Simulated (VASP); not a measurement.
Write the native input for VASP 6.6.1 that does the following.

```yaml
Task: single point
Functional: PBE
Potentials_or_basis: VASP PAW PBE potentials, release 64 (Ag, Cl)
Cutoff: 520 eV
k_mesh: 8 × 8 × 8
Occupations: fermi-dirac, width 0.02 eV
Spin: no spin polarisation
Dipole_correction: no
Further_INCAR_settings: ALGO = Normal; EDIFF = 1e-07; NBANDS = 16
```

The structure of AgCl lies in POSCAR:

```
AgCl
1.0
    0.0000000000      2.7454519760      2.8044405052
    2.7454519760      0.0000000000      2.8044405052
    2.7454519760      2.7454519760      0.0000000000
Ag Cl
1 1
Direct
    0.0000000000      0.0000000000      0.0000000000
    0.5000000000      0.5000000000      0.5000000000
```

This cell differs from its parent crystal: epitaxial xy strain -1.0%.

One way to write it, as run:

INCAR

```
SYSTEM = AgCl
PREC = Accurate
ENCUT = 520
EDIFF = 1E-7
ISMEAR = -1
SIGMA = 0.02
LREAL = .FALSE.
LASPH = .TRUE.
NELM = 80
ALGO = Normal
ISIF = 2
LWAVE = .FALSE.
LCHARG = .FALSE.
GGA = PE
NBANDS = 16
```

KPOINTS

```
Automatic mesh
0
G
  8 8 8
  0 0 0
```

Potentials or basis: VASP PAW PBE potentials, release 64 (Ag, Cl).

Run with:

```sh
$ cat potpaw_PBE.64/Ag/POTCAR potpaw_PBE.64/Cl/POTCAR > POTCAR
$ mpirun -np 1 vasp_std > vasp.out
```

It gave:

* Pressure: 2.0 GPa
* Band gap on the k mesh: 0.84 eV (least direct gap 3.21 eV)

Caveat: the cell differs from its parent crystal (epitaxial xy strain -1.0%).

It took 19 s on 1 thread of Intel(R) Xeon(R) 6975P-C (Granite Rapids), with other jobs on the host, peak memory 0.19 GiB.
